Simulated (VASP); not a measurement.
# HfB (P4/mmm) in VASP: further runs, part 2 of 2

VASP 6.6.1. Earlier steps stand in the parts before.

## 5. Single point, PBE

This run uses another cell than the first one, of 13.40 Å³/atom, 1.015 times its volume.

File INCAR:

```
ALGO = Normal
EDIFF = 1E-7
ENCUT = 520
GGA = PE
ISIF = 2
ISMEAR = -1
LASPH = True
LCHARG = True
LELF = True
LREAL = False
LVHAR = True
LWAVE = False
NBANDS = 14
NELM = 100
PREC = Accurate
SIGMA = 0.1
```

File KPOINTS:

```
k-points
0
Gamma
  8 8 6
```

File POSCAR:

```
HfB
1.0
    2.8492073377      0.0000000000      0.0000000000
    0.0000000000      2.8492073377      0.0000000000
    0.0000000000      0.0000000000      3.3007195940
Hf B
1 1
Direct
    0.0000000000      0.0000000000      0.0000000000
    0.5000000000      0.5000000000      0.5000000000
```

Potentials or basis: VASP PAW PBE potentials, release 64 (Hf_pv, B).

Started as:

```console
cat potpaw_PBE.64/Hf_pv/POTCAR potpaw_PBE.64/B/POTCAR > POTCAR
mpirun -np 1 vasp_std > vasp.out
```

OUTCAR:

```text
EDIFF = 1E-7
   ENCUT = 520
   GGA = PE
   ISIF = 2
   ISMEAR = -1
   LASPH = True
   LREAL = False
   NELM = 100
   PREC = Accurate

 ion  position               nearest neighbor table
   1  0.000  0.000  0.000-   2 2.60   2 2.60   2 2.60   2 2.60   2 2.60   2 2.60   2 2.60   2 2.60

   2  0.500  0.500  0.500-   1 2.60   1 2.60   1 2.60   1 2.60   1 2.60   1 2.60   1 2.60   1 2.60

  LATTYP: Found a simple tetragonal cell.
 ALAT       =     2.8492073377
 C/A-ratio  =     1.1584694277

  Lattice vectors:

 A1 = (   2.8492073377,   0.0000000000,   0.0000000000)
 A2 = (   0.0000000000,   2.8492073377,   0.0000000000)
 A3 = (   0.0000000000,   0.0000000000,   3.3007195940)

Analysis of symmetry for initial positions (statically):
=====================================================================
 Subroutine PRICEL returns:
 Original cell was already a primitive cell.

 Routine SETGRP: Setting up the symmetry group for a
 simple tetragonal supercell.

 Subroutine GETGRP returns: Found 16 space group operations
 (whereof 16 operations were pure point group operations)
 out of a pool of 16 trial point group operations.

The static configuration has the point symmetry D_4h.

Analysis of symmetry for dynamics (positions and initial velocities):
=====================================================================
 Subroutine PRICEL returns:
 Original cell was already a primitive cell.

 Routine SETGRP: Setting up the symmetry group for a
 simple tetragonal supercell.

 Subroutine GETGRP returns: Found 16 space group operations
 (whereof 16 operations were pure point group operations)
 out of a pool of 16 trial point group operations.

The dynamic configuration has the point symmetry D_4h.

 Subroutine INISYM returns: Found 16 space group operations
 (whereof 16 operations are pure point group operations),
 and found     1 'primitive' translations

----------------------------------------------------------------------------------------
[... 117 lines left out ...]
   LORBIT       =      0    0 simple, 1 ext, 2 COOP (PROOUT), +10 PAW based schemes
   GGA     = PE    functional components
[... 5 lines left out ...]
 non-spin polarized calculation
  energy-cutoff  :      520.00
  volume of cell :       26.80
 maximum number of plane-waves:       740
 NGX is ok and might be reduce to    24
   NGX = 11   NGY = 11   NGZ = 13

 number of electron      12.9999998 magnetization

 Free energy of the ion-electron system (eV)
  ---------------------------------------------------
  ext. energy  EPLUGINS =         0.00000000
  ---------------------------------------------------
  free energy    TOTEN  =       -16.45085045 eV

  energy without entropy =      -16.39855745  energy(sigma->0) =      -16.42470395

 E-fermi :   6.0080     XC(G=0): -11.9871

 val. band max:        6.0057672162   @ k =   0.3750   0.3750   0.0000
 cond. band min:       6.0116371117   @ k =   0.2500   0.0000   0.3333
 fundamental gap:      0.0058698955
 Fermi energy:         6.0080288580

 k-point     1 :       0.0000    0.0000    0.0000
  band No.  band energies     occupation
      1     -24.2509      2.00000
      2     -23.8054      2.00000
      3     -23.8054      2.00000
      4      -4.7141      2.00000
      5       3.9453      2.00000
      6       4.2123      2.00000
      7       6.8786      0.00033
      8       9.3923      0.00000
      9       9.3923      0.00000
     10      11.2381      0.00000
     11      11.2381      0.00000
     12      12.7166      0.00000
     13      15.4577      0.00000
     14      19.3653      0.00000
[... 377 lines left out ...]
      1     -24.9318      2.00000
      2     -24.1755      2.00000
      3     -23.8596      2.00000
      4      -0.5006      2.00000
      5       0.8181      2.00000
      6       3.8996      2.00000
      7       6.1722      0.32460
      8       7.0849      0.00004
      9       9.9794      0.00000
     10      12.2148      0.00000
     11      13.8862      0.00000
     12      15.0360      0.00000
     13      16.7614      0.00000
     14      17.7345      0.00000

 [... further k-points ...]

------------------------ aborting loop because EDIFF is reached ----------------------------------------

  FORCE on cell =-STRESS in cart. coord.  units (eV):
  Direction    XX          YY          ZZ          XY          YZ          ZX
  --------------------------------------------------------------------------------------
  -------------------------------------------------------------------------------------
  Total       -0.1051777     -0.1051777     -0.0584502      0.0000000      0.0000000      0.0000000
  in kB       -6.2889420     -6.2889420     -3.4949404      0.0000000      0.0000000      0.0000000
  external PRESSURE =      -5.3576082 kB  Pullay stress =       0.0000000 kB

 VOLUME and BASIS-vectors are now :
 -----------------------------------------------------------------------------
  energy-cutoff  :      520.00
  volume of cell :       26.80
      direct lattice vectors                 reciprocal lattice vectors
     2.849207338  0.000000000  0.000000000     0.350974809  0.000000000  0.000000000
     0.000000000  2.849207338  0.000000000     0.000000000  0.350974809  0.000000000
     0.000000000  0.000000000  3.300719594     0.000000000  0.000000000  0.302964239

 POSITION                                       TOTAL-FORCE (eV/Angst)
 -----------------------------------------------------------------------------------
      0.00000      0.00000      0.00000         0.000000      0.000000      0.000000
      1.42460      1.42460      1.65036         0.000000      0.000000      0.000000
 -----------------------------------------------------------------------------------
    total drift:                                0.000000      0.000000      0.000000

  FREE ENERGIE OF THE ION-ELECTRON SYSTEM (eV)
  ---------------------------------------------------
  free  energy   TOTEN  =       -16.4508504494 eV

  energy  without entropy=      -16.3985574543  energy(sigma->0) =      -16.42470395
```

It took 10 s on 1 thread of Intel Xeon Platinum 8488C (Sapphire Rapids), shared host; peak memory 0.15 GiB.

Results:

```
Free energy : -16.4509 eV
Pressure    : -0.5 GPa
```

Caveat: spin-orbit coupling is left out, which moves the levels of the heavy elements.

## 6. Relaxation of cell and atoms, PBE

This run uses another cell than the first one, of 12.28 Å³/atom, 0.930 times its volume.

File INCAR:

```
PREC     = Accurate       # precision mode
ENCUT    = 600            # plane-wave cutoff, eV
EDIFF    = 1E-7           # SCF threshold, eV
ISMEAR   = -1             # smearing method
SIGMA    = 0.1            # smearing width, eV
LREAL    = F              # projectors in reciprocal space
LASPH    = T              # aspherical terms in the spheres
NELM     = 80             # most SCF steps
ALGO     = Normal         # electronic algorithm
ISIF     = 3              # what is computed and relaxed
LWAVE    = F              # write WAVECAR
LCHARG   = F              # write CHGCAR
GGA      = PE             # functional
IBRION   = 2              # ionic algorithm
NSW      = 80             # ionic steps
EDIFFG   = -0.03          # ionic threshold
```

File KPOINTS:

```
Automatic mesh
0
Gamma
  8 8 6
```

File POSCAR:

```
HfB
1.0
    2.6300000000      0.0000000000      0.0000000000
    0.0000000000      2.6300000000      0.0000000000
    0.0000000000      0.0000000000      3.5505000000
Hf B
1 1
Direct
    0.0000000000      0.0000000000      0.0000000000
    0.5000000000      0.5000000000      0.5000000000
```

Potentials or basis: VASP PAW PBE potentials, release 64 (Hf_pv, B).

Started as:

```console
cat potpaw_PBE.64/Hf_pv/POTCAR potpaw_PBE.64/B/POTCAR > POTCAR
mpirun -np 1 vasp_std > vasp.out
```

Run time: 64 s. Hardware: 1 thread of Intel Xeon Platinum 8488C (Sapphire Rapids), shared host; peak memory 0.17 GiB.

It converged, with:

* Free energy: -16.4510 eV
* Relaxed volume: 13.37 Å³/atom
* Relaxed cell: a = 2.845 Å, b = 2.845 Å, c = 3.304 Å, α = 90.00°, β = 90.00°, γ = 90.00°
* Space group after relaxing (to 0.05 Å): P4/mmm (No. 123)
* Energy gained by relaxing: 197.8 meV/atom
* Ionic steps: 7
* Pressure after relaxing: -0.2 GPa

Stress tensor (GPa, compression positive):
```
-0.14  0.00  0.00
 0.00 -0.14  0.00
 0.00  0.00 -0.28
```

Step by step:
```tsv
step	energy change (eV)	largest force (eV/Å)	pressure (GPa)	volume (Å³)
1	0.0000	0.0000	17.08	24.56
2	-0.2798	0.0000	-13.03	29.32
3	-0.3415	0.0000	-5.88	27.74
4	-0.3936	0.0000	1.72	26.45
5	-0.3955	0.0000	0.43	26.64
6	-0.3954	0.0000	0.29	26.66
7	-0.3956	0.0000	-0.18	26.74
```

Final structure:
```yaml
crystal:
  lattice:
    - [2.84498, 0.00000, 0.00000]
    - [0.00000, 2.84498, 0.00000]
    - [0.00000, 0.00000, 3.30361]
  atoms:
    - { symbol: Hf, position: [0.00000, 0.00000, 0.00000] }
    - { symbol: B, position: [0.50000, 0.50000, 0.50000] }
```

Levels at points of the mesh, in eV from the Fermi level:
```
           k point  band 3  band 4  band 5  band 6  band 7  band 8  band 9  band 10
(0.00, 0.00, 0.00)  -29.80  -10.73   -2.07   -1.80    0.85    3.41    3.41     5.24
(0.50, 0.00, 0.00)  -29.69   -6.22   -6.14   -1.98   -0.51    0.97    5.99     8.31
(0.50, 0.50, 0.00)  -29.99   -6.72   -1.77   -1.77   -0.46    1.44    1.44     2.69
(0.00, 0.00, 0.50)  -29.77   -7.41   -6.59   -1.21    0.75    0.75    4.46     6.96
(0.50, 0.00, 0.50)  -29.66   -7.48   -2.63   -1.64   -1.61    3.08    4.14     4.62
(0.50, 0.50, 0.50)  -30.26   -4.93   -4.60   -4.60   -2.79    6.66    6.95     8.00
```

Caveat: spin-orbit coupling is left out, which moves the levels of the heavy elements.

## 7. Overview

| task | cell | k mesh | cutoff (eV) | gap on the mesh (eV) | pressure (GPa) |
| --- | --- | --- | --- | --- | --- |
| single point | a = 2.835, b = 2.835, c = 3.284 Å, 2 atoms | 7 × 7 × 6 | 520 | none | 1.8 |
| single point | a = 2.849, b = 2.849, c = 3.301 Å, 2 atoms | 7 × 7 × 6 | 520 | none | -0.8 |
| single point | a = 2.863, b = 2.863, c = 3.317 Å, 2 atoms | 7 × 7 × 6 | 520 | none | -3.2 |
| single point | a = 2.849, b = 2.849, c = 3.301 Å, 2 atoms | 8 × 8 × 6 | 520 | none | -0.5 |
| relaxation of cell and atoms | relaxed from a = 2.630, b = 2.630, c = 3.550 Å, 2 atoms | 8 × 8 × 6 | 600 | none | -0.2 |

Alike in all rows: level PBE; potentials or basis VASP PAW PBE potentials, release 64 (Hf_pv, B); no spin polarisation; smearing fermi-dirac 0.1 eV.

Caveats: spin-orbit coupling is left out, which moves the levels of the heavy elements.

Total energies depend on the potentials used, so only differences within one code and one set of settings carry meaning.
